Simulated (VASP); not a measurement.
# Mg12H (a cell with a defect) in VASP: relaxation of the atoms with PBE+D3(BJ)

Aim: the relaxation of the atoms of Mg12H (a cell with a defect) with PBE+D3(BJ).

All numbers are computed with VASP 6.6.1; they aren't measurements. Logs are shortened: lines on timing, memory, paths and dates and some standing lists are left out, and cuts for length are marked.

## 1. The cell of the first run

The cell holds a defect, 13 atoms: a = 6.420 Å, b = 9.630 Å, c = 5.213 Å, α = 90.00°, β = 90.00°, γ = 120.00°.

## 2. Relaxation of the atoms, PBE+D3(BJ)

INCAR reads:

```
SYSTEM = Mg12H
ALGO     = Normal         ! electronic algorithm
EDIFF    = 1E-6           ! SCF threshold, eV
EDIFFG   = -0.03          ! ionic threshold
ENCUT    = 520            ! plane-wave cutoff, eV
GGA      = PE             ! functional
IBRION   = 2              ! ionic algorithm
ISIF     = 2              ! what is computed and relaxed
ISMEAR   = 0              ! smearing method
IVDW     = 12             ! dispersion correction
LASPH    = .True.         ! aspherical terms in the spheres
LCHARG   = .False.        ! write CHGCAR
LREAL    = .False.        ! projectors in reciprocal space
LWAVE    = .False.        ! write WAVECAR
NELM     = 80             ! most SCF steps
NSW      = 80             ! ionic steps
PREC     = Accurate       ! precision mode
SIGMA    = 0.15           ! smearing width, eV
```

KPOINTS reads:

```
k-points
0
Gamma
  3 2 3
  0 0 0
```

POSCAR reads:

```
Mg12H
1.0
    6.4200000000      0.0000000000      0.0000000000
   -4.8150000000      8.3398250000      0.0000000000
    0.0000000000      0.0000000000      5.2130400000
Mg H
12 1
Direct
    0.0000000000      0.0000000000      0.0000000000
    0.1666666600      0.2222222100      0.5000000000
   -0.0000000100      0.3333333200      0.0000000000
    0.1666666500      0.5555555300      0.5000000000
   -0.0000000200      0.6666666400      0.0000000000
    0.1666666400      0.8888888500      0.5000000000
    0.5000000000      0.0000000000      0.0000000000
    0.6666666600      0.2222222100      0.5000000000
    0.4999999900      0.3333333200      0.0000000000
    0.6666666500      0.5555555300      0.5000000000
    0.4999999800      0.6666666400      0.0000000000
    0.6666666400      0.8888888500      0.5000000000
    0.0028427700      0.6711031500      0.3794528900
```

Potentials or basis: VASP PAW PBE potentials, release 64 (Mg, H).

Command:

```console
$ cat potpaw_PBE.64/Mg/POTCAR potpaw_PBE.64/H/POTCAR > POTCAR
$ mpirun -np 1 vasp_std > vasp.out
```

OUTCAR:

```text
SYSTEM = Mg12H
   EDIFF = 1E-6
   EDIFFG = -0.03
   ENCUT = 520
   GGA = PE
   IBRION = 2
   ISIF = 2
   ISMEAR = 0
   IVDW = 12
   LASPH = .True.
   LREAL = .False.
   NELM = 80
   NSW = 80
   PREC = Accurate
 IVDW          = 12

 ion  position               nearest neighbor table
   1  0.000  0.000  0.000-   2 3.20   2 3.20  12 3.20  12 3.20   6 3.20   6 3.20   7 3.21   7 3.21
                             9 3.21   3 3.21   5 3.21  11 3.21
   2  0.167  0.222  0.500-   1 3.20   1 3.20   9 3.20   9 3.20   3 3.20   3 3.20   8 3.21   8 3.21
                             4 3.21  10 3.21  12 3.21   6 3.21
   3  1.000  0.333  0.000-   4 3.20   4 3.20   8 3.20   8 3.20   2 3.20   2 3.20   9 3.21   9 3.21
                             7 3.21  11 3.21   1 3.21   5 3.21
   4  0.167  0.556  0.500-  13 1.98   3 3.20   3 3.20  11 3.20  11 3.20   5 3.20   5 3.20  10 3.21
                            10 3.21   2 3.21  12 3.21   6 3.21   8 3.21
   5  1.000  0.667  0.000-  13 1.98   6 3.20   6 3.20  10 3.20  10 3.20   4 3.20   4 3.20  11 3.21
                            11 3.21   9 3.21   3 3.21   1 3.21   7 3.21
   6  0.167  0.889  0.500-  13 1.92   5 3.20   5 3.20   7 3.20   7 3.20   1 3.20   1 3.20  12 3.21
                            12 3.21  10 3.21   4 3.21   8 3.21   2 3.21
   7  0.500  0.000  0.000-   8 3.20   8 3.20   6 3.20   6 3.20  12 3.20  12 3.20   1 3.21   1 3.21
                             3 3.21   9 3.21  11 3.21   5 3.21
   8  0.667  0.222  0.500-   7 3.20   7 3.20   3 3.20   3 3.20   9 3.20   9 3.20   2 3.21   2 3.21
                            10 3.21   4 3.21   6 3.21  12 3.21
   9  0.500  0.333  0.000-  10 3.20  10 3.20   2 3.20   2 3.20   8 3.20   8 3.20   3 3.21   3 3.21
                             1 3.21   5 3.21   7 3.21  11 3.21
  10  0.667  0.556  0.500-  13 1.97   9 3.20   9 3.20   5 3.20   5 3.20  11 3.20  11 3.20   4 3.21
                             4 3.21   8 3.21   6 3.21  12 3.21   2 3.21
  11  0.500  0.667  0.000-  12 3.20  12 3.20   4 3.20   4 3.20  10 3.20  10 3.20   5 3.21   5 3.21
                             3 3.21   9 3.21   7 3.21   1 3.21
  12  0.667  0.889  0.500-  11 3.20  11 3.20   1 3.20   1 3.20   7 3.20   7 3.20   6 3.21   6 3.21
                             4 3.21  10 3.21   2 3.21   8 3.21
  13  0.003  0.671  0.379-   6 1.92  10 1.97   4 1.98   5 1.98

  LATTYP: Found a simple monoclinic cell.
 ALAT       =     6.4200000000
 B/A-ratio  =     0.8120000000
 C/A-ratio  =     1.3228757108
 COS(beta)  =    -0.1889822286

  Lattice vectors:

 A1 = (   6.4200000000,   0.0000000000,   0.0000000000)
 A2 = (   0.0000000000,   0.0000000000,   5.2130400000)
 A3 = (  -1.6050000000,  -8.3398250000,   0.0000000000)

Analysis of symmetry for initial positions (statically):
=====================================================================
 Subroutine PRICEL returns:
 Original cell was already a primitive cell.

 Routine SETGRP: Setting up the symmetry group for a
 simple monoclinic supercell.

 Subroutine GETGRP returns: Found  1 space group operations
 (whereof  1 operations were pure point group operations)
 out of a pool of  4 trial point group operations.

The static configuration has the point symmetry C_1 .
[... 124 lines left out ...]
   dimension x,y,z NGX =    48 NGY =   72 NGZ =   40
   dimension x,y,z NGXF=    96 NGYF=  144 NGZF=   80
   ions per type =              12   1
   NGX,Y,Z   is equivalent  to a cutoff of  12.43, 12.43, 12.76 a.u.
   NGXF,Y,Z  is equivalent  to a cutoff of  24.86, 24.86, 25.51 a.u.
 SYSTEM =  Mg12H
   PREC   = accura    normal or accurate (medium, high low for compatibility)
   ISTART =      0    job   : 0-new  1-cont  2-samecut
   ICHARG =      2    charge: 1-file 2-atom 10-const
   ISPIN  =      1    spin polarized calculation?
   LNONCOLLINEAR =      F non collinear calculations
   LSORBIT =      F    spin-orbit coupling
   LASPH  =      T    aspherical Exc in radial PAW
   ENCUT  =  520.0 eV  38.22 Ry    6.18 a.u.  11.94 17.91  9.69*2*pi/ulx,y,z
   NELM   =     80;   NELMIN=  2; NELMDL= -5     # of ELM steps
   EDIFF  = 0.1E-05   stopping-criterion for ELM
   LREAL  =      F    real-space projection
   EDIFFG = -.3E-01   stopping-criterion for IOM
   NSW    =     80    number of steps for IOM
   IBRION =      2    ionic relax: 0-MD 1-quasi-New 2-CG
   NFREE  =      1    steps in history (QN), initial steepest desc. (CG)
   ISIF   =      2    stress and relaxation
   ISYM   =      2    0-nonsym 1-usesym 2-fastsym
   POTIM  = 0.5000    time-step for ionic-motion
   TEBEG  =    0.0;   TEEND  =   0.0 temperature during run
   PSTRESS=    0.0 pullay stress
   NELECT =      25.0000    total number of electrons
   NUPDOWN=      -1.0000    fix difference up-down
   EMIN   =  10.00;   EMAX   =-10.00  energy-range for DOS
   EFERMI =   0.00;   METHOD = LEGACY
   ISMEAR =     0;   SIGMA  =   0.15  broadening in eV -4-tet -1-fermi 0-gaus
   EFERMI_NEDOS =   21; number of points for ismear=-14 and -15
   IALGO  =     38    algorithm
   IMIX   =      4    mixing-type and parameters
     AMIX     =   0.40;   BMIX     =  1.00
     AMIX_MAG =   1.60;   BMIX_MAG =  1.00
  volume/ion in A,a.u.               =      21.47       144.89
  Fermi-wavevector in a.u.,A,eV,Ry     =   0.732477  1.384180  7.299827  0.536522
  Thomas-Fermi vector in A             =   1.824949
   LORBIT       =      0    0 simple, 1 ext, 2 COOP (PROOUT), +10 PAW based schemes
   GGA     = PE    functional components
   LHFCALC =     F    Hartree Fock is set to
   AEXX    =    0.0000 exact exchange contribution
   IVDW    =    12    specifies the selected vdW correction
   LEPSILON=     F    determine dielectric tensor
   LRPA    =     F    only Hartree local field effects (RPA)
 conjugate gradient relaxation of ions
 non-spin polarized calculation
 Gauss-broadening in eV      SIGMA  =   0.15
  energy-cutoff  :      520.00
  volume of cell :      279.11
 maximum number of plane-waves:      7549
   NGX = 23   NGY = 35   NGZ = 19

--------------------------------------- Ionic step        1  -------------------------------------------

 number of electron      25.0000000 magnetization

 Free energy of the ion-electron system (eV)
  ---------------------------------------------------
  ext. energy  EPLUGINS =         0.00000000
  ---------------------------------------------------
  free energy    TOTEN  =       -20.81335143 eV

  energy without entropy =      -20.72247858  energy(sigma->0) =      -20.76791500

------------------------ aborting loop because EDIFF is reached ----------------------------------------

 Edisp (eV)   -3.46535

 E8    (eV) :    -1.5053
[... 399 lines left out ...]
--------------------------------------- Ionic step        9  -------------------------------------------

 number of electron      25.0000000 magnetization

 Free energy of the ion-electron system (eV)
  ---------------------------------------------------
  ext. energy  EPLUGINS =         0.00000000
  ---------------------------------------------------
  free energy    TOTEN  =       -20.84964050 eV

  energy without entropy =      -20.76731275  energy(sigma->0) =      -20.80847662

 E-fermi :   2.6160     XC(G=0):  -8.4990

 val. band max:        2.5400143564   @ k =   0.3333   0.0000   0.3333
 cond. band min:       2.6212035134   @ k =   0.0000   0.0000   0.3333
 fundamental gap:      0.0811891570
 Fermi energy:         2.6159673169

 k-point     1 :       0.0000    0.0000    0.0000
  band No.  band energies     occupation
      1      -4.8326      2.00000
      2      -3.0959      2.00000
      3      -2.1460      2.00000
      4      -1.3036      2.00000
      5      -0.5671      2.00000
      6      -0.0346      2.00000
[... 253 lines left out ...]
  FREE ENERGIE OF THE ION-ELECTRON SYSTEM (eV)
  ---------------------------------------------------
  free  energy   TOTEN  =       -24.3146940475 eV

  energy  without entropy=      -24.2323662978  energy(sigma->0) =      -24.27353017

 reached required accuracy - stopping structural energy minimisation
```

OSZICAR:

```text
N       E                     dE             d eps       ncg     rms          rms(c)
DAV:   1     0.287738446718E+02    0.28774E+02   -0.75880E+03   380   0.944E+02
DAV:   2    -0.185504109854E+02   -0.47324E+02   -0.46001E+02   477   0.106E+02
DAV:   3    -0.213043089252E+02   -0.27539E+01   -0.26518E+01   474   0.225E+01
DAV:   4    -0.213557654720E+02   -0.51457E-01   -0.51213E-01   525   0.309E+00
[... 59 lines left out ...]
       N       E                     dE             d eps       ncg     rms          rms(c)
DAV:   1    -0.208496271241E+02   -0.10457E-02   -0.45521E-02   380   0.117E+00    0.480E-02
DAV:   2    -0.208496540486E+02   -0.26925E-04   -0.78331E-04   454   0.142E-01    0.292E-02
DAV:   3    -0.208496408692E+02    0.13179E-04   -0.32259E-05   482   0.251E-02    0.693E-03
DAV:   4    -0.208496404966E+02    0.37259E-06   -0.30501E-06   426   0.902E-03
   9 F= -.24314694E+02 E0= -.24273530E+02  d E =-.102713E-02
```

Wall time 4.3 min (1 thread of Intel Xeon Platinum 8559C (Emerald Rapids), shared host); peak memory 0.4 GiB.

What came out:

```yaml
Free_energy: -24.3147 eV
Energy_gained_by_relaxing: 2.8 meV/atom
Ionic_steps: 9
Pressure_after_relaxing: -2.2 GPa
Largest_force_after_relaxing: 0.028 eV/Å
Band_gap_on_the_k_mesh: zero (an odd number of electrons rules out a gap without spin polarisation)
Dispersion_energy_per_atom: -0.267 eV
```

Forces on the atoms (eV/Å):
```
Mg   0.006 -0.008 -0.013
Mg   0.013 -0.002 -0.006
Mg  -0.004  0.012 -0.010
Mg   0.008  0.013  0.003
Mg   0.000 -0.001  0.023
Mg   0.009  0.004  0.009
Mg  -0.007 -0.003 -0.020
Mg  -0.018 -0.014  0.000
Mg   0.002  0.008 -0.008
Mg  -0.001  0.001  0.002
Mg   0.000 -0.002  0.000
Mg  -0.009 -0.011 -0.008
H    0.000  0.004  0.027
```

The path:
```csv
step,energy change (eV),largest force (eV/Å),pressure (GPa)
1,0.0000,0.3645,-2.08
2,-0.0134,0.2600,-2.11
3,-0.0300,0.0923,-2.17
4,-0.0302,0.0946,-2.17
5,-0.0316,0.0844,-2.17
6,-0.0344,0.0549,-2.17
7,-0.0329,0.0897,-2.16
8,-0.0350,0.0372,-2.17
9,-0.0360,0.0277,-2.17
```

Final structure:
```
Mg H
1.0
     6.42000    0.00000    0.00000
    -4.81500    8.33982    0.00000
     0.00000    0.00000    5.21304
Mg H
12 1
Direct
  0.99993 0.00086 0.99875
  0.16313 0.22157 0.50029
  0.00024 0.33300 0.99799
  0.16915 0.54960 0.50194
  0.00073 0.66732 0.99993
  0.17157 0.89803 0.50024
  0.50173 0.00085 0.99849
  0.67139 0.22470 0.49537
  0.49766 0.33182 0.99872
  0.65620 0.55089 0.50225
  0.50045 0.66765 0.99582
  0.66921 0.89042 0.49828
  0.00146 0.66774 0.39138
```

Caveat: the k points lie up to 0.40 Å⁻¹ apart, too coarse for converged energies and pressures of a metal.

The gap in the log of VASP goes by the Fermi energy; the results here count the filled bands.